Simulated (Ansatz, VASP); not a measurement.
AlN in VASP and in Ansatz

Contents of INCAR:

```
PREC = Accurate
ENCUT = 520
EDIFF = 1E-6
ISMEAR = 0
SIGMA = 0.05
LREAL = False
LASPH = True
NELM = 100
ALGO = Normal
ISIF = 2
LWAVE = False
LCHARG = False
GGA = PE
NBANDS = 26
```

KPOINTS

```
Automatic mesh
0
Gamma
  8 8 3
```

POSCAR

```
AlN
1.0
   -3.1110021516      0.0000000000      0.0000000000
   -1.5555010758     -2.6942068945      0.0000000000
   -0.3111002152      0.0000000000      9.9560000000
Al N
4 4
Direct
    0.2429583333      0.3333333333      0.9037500000
    0.2929583333      0.3333333333      0.4037500000
    0.6512916667      0.6666666667      0.1537500000
    0.6012916667      0.6666666667      0.6537500000
    0.3237083333      0.3333333333      0.0962500000
    0.2737083333      0.3333333333      0.5962500000
    0.6320416667      0.6666666667      0.3462500000
    0.5820416667      0.6666666667      0.8462500000
```

Input for Ansatz:

```yaml
crystal:
  lattice:
    - [-3.1110021516, 0.0, 0.0]
    - [-1.5555010758, -2.6942068945, 0.0]
    - [-0.3111002152, 0.0, 9.956]
  atoms:
    - { symbol: Al, position: [0.2429583333, 0.3333333333, 0.90375] }
    - { symbol: Al, position: [0.2929583333, 0.3333333333, 0.40375] }
    - { symbol: Al, position: [0.6512916667, 0.6666666667, 0.15375] }
    - { symbol: Al, position: [0.6012916667, 0.6666666667, 0.65375] }
    - { symbol: "N", position: [0.3237083333, 0.3333333333, 0.09625] }
    - { symbol: "N", position: [0.2737083333, 0.3333333333, 0.59625] }
    - { symbol: "N", position: [0.6320416667, 0.6666666667, 0.34625] }
    - { symbol: "N", position: [0.5820416667, 0.6666666667, 0.84625] }
basis:
  ecutwfc: 420
kpoints:
  mp_grid: { grid: [8, 8, 3] }
hamiltonian:
  xc: pbe
scf:
  occupations: { method: gaussian, width: 0.05 }
output:
  forces: true
  stress: true
  eigenvalues: true
```

Alike in both runs: task single point; functional PBE; k mesh 8 × 8 × 3; occupations gaussian, width 0.05 eV; no spin polarisation.

|  | VASP | Ansatz |
| --- | --- | --- |
| version | VASP 6.6.1 | Ansatz 0.2.0 |
| potentials or method | VASP PAW PBE potentials, release 64 (Al, N), cutoff 520 eV | scalar-relativistic, plane waves, PAW |
| valence electrons in the cell | 32 | 32 |

VASP gave:

| Property | Result |
| --- | --- |
| gap on the k mesh at the Fermi level (eV) | 4.04 |
| least direct gap on the mesh (eV) | 4.04 |
| pressure (GPa) | 3.6 |
| traceless stress, the component that is largest in VASP (GPa) | 3.26 |
| rms of the force components (eV/Å) | 0.216 |

Problem. Estimate Ansatz's values.

Solution. gap on the k mesh at the Fermi level (eV): 4.03; least direct gap on the mesh (eV): 4.03; pressure (GPa): 3.9; traceless stress, the component that is largest in VASP (GPa): 3.24; rms of the force components (eV/Å): 0.215.

Atom by atom the forces differ by 0.001 eV/Å (rms over components).
